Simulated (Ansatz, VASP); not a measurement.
## CuO: VASP beside Ansatz

```xyz
2
Lattice="0.0000 2.3062 2.3062 2.3062 0.0000 2.3062 2.3062 2.3062 0.0000" Properties=species:S:1:pos:R:3 pbc="T T T"
Cu    0.0000    0.0000    0.0000
O     1.1531    1.1531    1.1531
```

Change from the starting cell: volume scaled by 1.06.

Alike in both runs: task single point; functional PBE; k mesh 16 × 16 × 16; occupations fermi-dirac, width 0.05 eV; no spin polarisation.

```csv
,VASP,Ansatz
version,VASP 6.6.1,Ansatz 0.2.0
potentials or method,"VASP PAW PBE potentials, release 64 (Cu, O), cutoff 520 eV","all-electron LAPW, scalar-relativistic"
```

Ansatz gave:

```
pressure (GPa) : -6.9
```

Estimate VASP's values.

pressure (GPa): -6.4.

Ansatz ran all-electron here, and VASP with PAW potentials.
